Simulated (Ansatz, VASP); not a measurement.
One calculation of KCl, two programs

Contents of POSCAR:

```
KCl
1.0
    0.0000000000      3.1324292500      3.1561000000
    3.1797707500      0.0000000000      3.1561000000
    3.1797707500      3.1324292500      0.0000000000
K Cl
1 1
Direct
    0.0000000000      0.0000000000      0.0000000000
    0.5000000000      0.5000000000      0.5000000000
```

Contents of INCAR.step1:

```
PREC     = Accurate       # precision mode
ENCUT    = 550            # plane-wave cutoff, eV
ISMEAR   = 0              # smearing method
SIGMA    = 0.05           # smearing width, eV
LREAL    = F              # projectors in reciprocal space
LASPH    = T              # aspherical terms in the spheres
NELM     = 120            # most SCF steps
NBANDS   = 15             # bands
GGA      = PE             # functional
ALGO     = Normal         # electronic algorithm
EDIFF    = 1E-5           # SCF threshold, eV
LWAVE    = T              # write WAVECAR
LCHARG   = F              # write CHGCAR
GGA_COMPAT= F
```

Contents of INCAR.step2:

```
PREC     = Accurate       # precision mode
ENCUT    = 550            # plane-wave cutoff, eV
EDIFF    = 1E-6           # SCF threshold, eV
ISMEAR   = 0              # smearing method
SIGMA    = 0.05           # smearing width, eV
LREAL    = F              # projectors in reciprocal space
LASPH    = T              # aspherical terms in the spheres
NELM     = 120            # most SCF steps
ALGO     = Normal         # electronic algorithm
ISIF     = 2              # what is computed and relaxed
LWAVE    = F              # write WAVECAR
LCHARG   = T              # write CHGCAR
METAGGA  = R2SCAN         # meta-GGA
LMIXTAU  = T            
LELF     = T              # ELF
LVHAR    = T            
NBANDS   = 15             # bands
ISTART   = 1            
GGA_COMPAT= F
```

Contents of KPOINTS:

```
regular mesh
0
Gamma
  6 6 6
```

Input for Ansatz:

```yaml
crystal:
  lattice:
    - [0.0, 3.13242925, 3.1561]
    - [3.17977075, 0.0, 3.1561]
    - [3.17977075, 3.13242925, 0.0]
  atoms:
    - { symbol: K, position: [0.0, 0.0, 0.0] }
    - { symbol: Cl, position: [0.5, 0.5, 0.5] }
basis:
  ecutwfc: 500
kpoints:
  mp_grid: { grid: [6, 6, 6] }
hamiltonian:
  xc: r2scan
scf:
  occupations: { method: gaussian, width: 0.05 }
output:
  forces: true
  stress: true
  eigenvalues: true
```

Change from the starting cell: strain +0.0075 x Voigt [1, -1, 0, 0, 0, 0], atoms carried along.

Alike in both runs: task single point; functional r2SCAN; k mesh 6 × 6 × 6; occupations gaussian, width 0.05 eV; no spin polarisation.

```csv
,VASP,Ansatz
version,VASP 6.6.1,Ansatz 0.2.0
potentials or method,"VASP PAW PBE potentials, release 64 (K_sv, Cl), cutoff 550 eV","scalar-relativistic, plane waves, PAW"
valence electrons in the cell,16,16
```

|  | VASP | Ansatz | Ansatz less VASP |
| --- | --- | --- | --- |
| gap on the k mesh at the Fermi level (eV) | 5.79 | 5.79 | -0.004 |
| least direct gap on the mesh (eV) | 5.79 | 5.79 | -0.004 |
| pressure (GPa) | -0.2 | -0.2 | +0.01 |
| traceless stress, the component that is largest in VASP (GPa) | 0.30 | 0.29 | -0.004 |

VASP's potentials were made for PBE, not for r2SCAN.
